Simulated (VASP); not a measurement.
A run of VASP 6.6.1 is set up as follows.

INCAR

```
PREC     = Accurate       # precision mode
ENCUT    = 520            # plane-wave cutoff, eV
EDIFF    = 1E-6           # SCF threshold, eV
ISMEAR   = 0              # smearing method
SIGMA    = 0.15           # smearing width, eV
LREAL    = False          # projectors in reciprocal space
LASPH    = True           # aspherical terms in the spheres
NELM     = 100            # most SCF steps
ALGO     = Fast           # electronic algorithm
ISIF     = 2              # what is computed and relaxed
LWAVE    = False          # write WAVECAR
LCHARG   = False          # write CHGCAR
GGA      = PS             # functional
NBANDS   = 26             # bands
```

Contents of KPOINTS:

```
Automatic mesh
0
Gamma
  10 10 10
```

Contents of POSCAR:

```
Al2Cu
1.0
   -2.9066000000      2.9066000000      2.5345000000
    2.9066000000     -2.9066000000      2.5345000000
    2.9066000000      2.9066000000     -2.5345000000
Al Cu
4 2
Direct
    0.1593210787      0.6593210787      0.8186421574
    0.6593210787      0.8406789213      0.5000000000
    0.8406789213      0.3406789213      0.1813578426
    0.3406789213      0.1593210787      0.5000000000
    0.7500000000      0.7500000000      0.0000000000
    0.2500000000      0.2500000000      0.0000000000
```

Potentials or basis: VASP PAW PBE potentials, release 64 (Al, Cu).

Command:

```sh
$ cat potpaw_PBE.64/Al/POTCAR potpaw_PBE.64/Cu/POTCAR > POTCAR
$ mpirun -np 1 vasp_std > vasp.out
```

(1) What does it give for the band gap on the k mesh?

(2) Predict the largest force.

## Answers

(1) zero (bands 17 and 18 overlap by 3.69 eV).

(2) 0.264 eV/Å.

Caveat: the PAW data sets were made with another functional, which shifts forces and pressure a little.
